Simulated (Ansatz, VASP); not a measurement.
## Two plane-wave programs on HgTe

```xyz
2
Lattice="0.0000 3.2856 3.2856 3.2856 0.0000 3.2856 3.2856 3.2856 0.0000" Properties=species:S:1:pos:R:3 pbc="T T T"
Hg    0.0000    0.0000    0.0000
Te    4.9285    4.9285    4.9285
```

Alike in both runs: functional r2SCAN; k mesh 10 × 10 × 10; occupations fermi-dirac, width 0.1 eV; no spin polarisation.

Ansatz relaxed the structure, and its values are those at the end. VASP's run is a single point on that final structure, the one shown.

|  | VASP | Ansatz |
| --- | --- | --- |
| version | VASP 6.6.1 | Ansatz 0.2.0 |
| potentials or method | VASP PAW PBE potentials, release 64 (Hg, Te) | PAW with Ansatz's default frozen-core files, scalar-relativistic |
| plane-wave cutoff (eV) | 520 | 500 |
| valence electrons in the cell | 18 | 36 |

|  | VASP | Ansatz | Ansatz less VASP |
| --- | --- | --- | --- |
| pressure (GPa) | 0.1 | 0.0 | -0.06 |

VASP's potentials were made for PBE, not for r2SCAN. The functional is the same, so the differences come from potentials, cutoffs and numerics. VASP's potentials hold 18 valence electrons a cell and Ansatz's 36, so a difference there can come from the potentials and not from the codes.

Neither program's run includes spin-orbit coupling.
